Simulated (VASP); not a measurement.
Wanted: the native input for a VASP 6.6.1 run.

```yaml
Task: single point
Functional: PBEsol
Potentials_or_basis: VASP PAW PBE potentials, release 64 (Hf_pv, O)
Cutoff: 520 eV
k_mesh: 4 × 4 × 6
Occupations: gaussian, width 0.01 eV
Spin: no spin polarisation
Dipole_correction: no
Further_INCAR_settings: ALGO = Normal; EDIFF = 1e-06; NBANDS = 31
```

The structure of HfO2 lies in POSCAR:

```
HfO2
1.0
    4.8533160686      0.0000000000      0.0000000000
    0.0000000000      4.8533160686      0.0000000000
    0.0000000000      0.0000000000      3.2319072344
Hf O
2 4
Direct
    0.0000000000      0.0000000000      0.0000000000
    0.5000000000      0.5000000000      0.5000000000
    0.1949550000      0.8050450000      0.5000000000
    0.3050450000      0.3050450000      0.0000000000
    0.6949550000      0.6949550000      0.0000000000
    0.8050450000      0.1949550000      0.5000000000
```

One way to write it, as run:

INCAR

```
SYSTEM = HfO2
PREC     = Accurate       ! precision mode
ENCUT    = 520            ! plane-wave cutoff, eV
EDIFF    = 1E-6           ! SCF threshold, eV
ISMEAR   = 0              ! smearing method
SIGMA    = 0.01           ! smearing width, eV
LREAL    = .False.        ! projectors in reciprocal space
LASPH    = .True.         ! aspherical terms in the spheres
NELM     = 60             ! most SCF steps
ALGO     = Normal         ! electronic algorithm
ISIF     = 2              ! what is computed and relaxed
LWAVE    = .False.        ! write WAVECAR
LCHARG   = .False.        ! write CHGCAR
GGA      = PS             ! functional
NBANDS   = 31             ! bands
```

KPOINTS

```
regular mesh
0
Gamma
  4 4 6
  0 0 0
```

Potentials or basis: VASP PAW PBE potentials, release 64 (Hf_pv, O).

Command:

```bash
$ cat potpaw_PBE.64/Hf_pv/POTCAR potpaw_PBE.64/O/POTCAR > POTCAR
$ mpirun -np 1 vasp_std > vasp.out
```

Results of the run:

```
Pressure               : -6.3 GPa
Largest force          : 0.108 eV/Å
Band gap on the k mesh : 3.78 eV, direct
```

Caveat: the PAW data sets were made with another functional, which shifts forces and pressure a little; spin-orbit coupling is left out, which moves the levels of the heavy elements.

Wall time 57 s on 1 thread of Intel Xeon 8259CL, with other jobs on the host, peak memory 0.21 GiB.
